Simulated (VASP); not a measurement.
**K8Mg9F24 (a cell with a defect): single point with PBEsol**

The system is K8Mg9F24 (a cell with a defect).

```
K Mg F
1.0
     7.98254    0.00000    0.00000
     0.00000    7.98254    0.00000
     0.00000    0.00000    7.98254
K Mg F
8 9 24
Cartesian
  7.9618 0.1036 7.9311
  7.5416 0.0986 3.9351
  7.9601 4.0856 7.9319
  7.9613 4.0866 3.9375
  4.1022 0.1009 7.9311
  4.5761 0.1024 3.9415
  4.0935 4.0888 7.9304
  4.1026 4.0881 3.9408
  2.0377 2.1768 1.8620
  2.0381 2.1769 6.0168
  2.0375 6.0047 1.8619
  2.0379 6.0045 6.0165
  6.0313 2.1290 1.9094
  6.0316 2.1290 5.9688
  6.0295 6.0524 1.9094
  6.0301 6.0525 5.9685
  2.0803 0.0994 3.9397
  2.0560 2.0489 7.9307
  2.0553 6.1326 7.9305
  2.0227 6.2117 3.9393
  6.0144 2.1104 7.9304
  6.0486 2.1213 3.9392
  6.0133 6.0711 7.9302
  6.0455 6.0600 3.9390
  0.0641 2.0622 1.9741
  0.0641 2.0666 5.9049
  0.0631 6.1190 1.9745
  0.0637 6.1145 5.9043
  2.0235 1.9694 3.9396
  4.0124 2.0258 5.8671
  4.0117 6.1514 2.0104
  4.0117 6.1557 5.8672
  2.0260 0.0993 2.0693
  2.0214 0.0992 5.8097
  2.0535 4.0910 1.9905
  2.0581 4.0909 5.8884
  6.0447 0.0993 1.9167
  6.0495 0.0994 5.9611
  6.0156 4.0908 1.9280
  6.0122 4.0909 5.9500
  4.0124 2.0299 2.0109
```

```json
{"Program": "VASP 6.6.1", "Task": "single point", "Functional": "PBEsol", "Potentials or basis": "VASP PAW PBE potentials, release 64 (K_sv, Mg, F)", "Cutoff": "520 eV", "k mesh": "1 × 1 × 1, shifted", "Occupations": "fermi-dirac, width 0.05 eV", "Spin": "no spin polarisation"}
```

| Quantity | Value |
| --- | --- |
| Largest force | 0.063 eV/Å |

Forces on the atoms (eV/Å):
```
K    0.006 -0.024 -0.007
K    0.062 -0.009  0.005
K    0.001  0.020 -0.008
K    0.010  0.017  0.006
K   -0.011 -0.009 -0.004
K   -0.057 -0.009 -0.005
K   -0.002  0.010 -0.003
K   -0.011  0.012 -0.006
Mg   0.009  0.006 -0.003
Mg  -0.001  0.004  0.003
Mg  -0.004 -0.005 -0.008
Mg  -0.009 -0.006  0.008
Mg  -0.010  0.009 -0.007
Mg  -0.002  0.008  0.007
Mg   0.003 -0.009 -0.011
Mg   0.011 -0.008  0.012
Mg  -0.006 -0.010  0.003
F   -0.006  0.001  0.004
F   -0.001 -0.001  0.002
F    0.004  0.006  0.001
F    0.004  0.000  0.002
F   -0.001  0.019  0.002
F    0.004  0.001  0.002
F   -0.002 -0.013  0.003
F    0.000 -0.001 -0.002
F    0.003 -0.001 -0.003
F    0.002  0.001  0.003
F    0.001  0.003 -0.009
F    0.004 -0.002  0.000
F    0.001  0.003  0.003
F   -0.001  0.000  0.002
F    0.000 -0.001  0.002
F    0.000  0.005  0.006
F    0.007  0.006  0.000
F   -0.003 -0.011 -0.004
F   -0.004 -0.011  0.005
F   -0.002  0.009 -0.019
F   -0.004  0.007  0.017
F    0.002 -0.009  0.000
F    0.005 -0.010  0.001
F   -0.001  0.000  0.001
```

Levels at points of the mesh, in eV from the Fermi level:
| k point | band 125 | band 126 | band 127 | band 128 | band 129 | band 130 | band 131 | band 132 |
| --- | --- | --- | --- | --- | --- | --- | --- | --- |
| (0.25, 0.25, 0.25) | -1.34 | -1.33 | -1.33 | -1.31 | 5.89 | 7.17 | 7.71 | 7.97 |

It took 7.8 min on 1 thread of Intel(R) Xeon(R) Platinum 8259CL CPU @ 2.50GHz (Skylake/Cascade Lake), with other jobs on the host, peak memory 0.59 GiB.

Caveat: the k points lie up to 0.79 Å⁻¹ apart; the cell carries a net charge on a neutralising background, which shifts energy and pressure; the cell is charged against a uniform background, so pressure and absolute levels hang on convention; the PAW data sets were made with another functional, which shifts forces and pressure a little.
